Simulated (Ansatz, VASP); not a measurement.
## Two plane-wave programs on HfN

File INCAR:

```
SYSTEM = HfN
  ALGO = Normal
  EDIFF = 1E-6
  EDIFFG = -0.01
  ENCUT = 600
  GGA = PS
  IBRION = 2
  ISIF = 3
  ISMEAR = 0
  LASPH = .TRUE.
  LCHARG = .FALSE.
  LREAL = .FALSE.
  LWAVE = .FALSE.
  NELM = 80
  NSW = 50
  PREC = Accurate
  SIGMA = 0.05
```

KPOINTS

```
k-points
0
G
  10 10 10
  0 0 0
```

POSCAR

```
HfN
1.0
    1.5774515416     -5.4003500443      0.0000000000
    1.5774515416      5.4003500443      0.0000000000
    0.0000000000      0.0000000000      3.0784442472
Hf N
2 2
Direct
    0.8551189892      0.1448810108      0.2500000000
    0.1448810108      0.8551189892      0.7500000000
    0.6500592957      0.3499407043      0.2500000000
    0.3499407043      0.6500592957      0.7500000000
```

Input for Ansatz:

```yaml
crystal:
  lattice:
    - [1.5774515416, -5.4003500443, 0.0]
    - [1.5774515416, 5.4003500443, 0.0]
    - [0.0, 0.0, 3.0784442472]
  atoms:
    - { symbol: Hf, position: [0.8551189892, 0.1448810108, 0.25] }
    - { symbol: Hf, position: [0.1448810108, 0.8551189892, 0.75] }
    - { symbol: "N", position: [0.6500592957, 0.3499407043, 0.25] }
    - { symbol: "N", position: [0.3499407043, 0.6500592957, 0.75] }
basis:
  ecutwfc: 420
  ecutrho_ratio: 4
kpoints:
  mp_grid: { grid: [10, 10, 10] }
hamiltonian:
  xc: pbesol
scf:
  occupations: { method: gaussian, width: 0.05 }
output:
  forces: true
  stress: true
  eigenvalues: true
relax:
  f_tol: 0.01
  max_steps: 30
  cell: { stress_tol: 0.1 }
```

Alike in both runs: task relaxation of cell and atoms; functional PBEsol; k mesh 10 × 10 × 10; occupations gaussian, width 0.05 eV; no spin polarisation.

|  | VASP | Ansatz |
| --- | --- | --- |
| version | VASP 6.6.1 | Ansatz 0.2.0 |
| potentials or method | VASP PAW PBE potentials, release 64 (Hf_pv, N), cutoff 600 eV | scalar-relativistic, plane waves, PAW |
| valence electrons in the cell | 30 | 62 |

|  | VASP | Ansatz | Ansatz less VASP |
| --- | --- | --- | --- |
| relaxed volume (Å³/atom) | 13.03 | 13.11 | +0.083 |
| relaxed length of the cell vector where the two differ most in proportion (Å) | 5.613 | 5.626 | +0.0132 |

VASP's potentials were made for PBE, not for PBEsol. VASP's potentials hold 30 valence electrons a cell and Ansatz's 62, so a difference there can come from the potentials and not from the codes.

Neither program's run includes spin-orbit coupling.
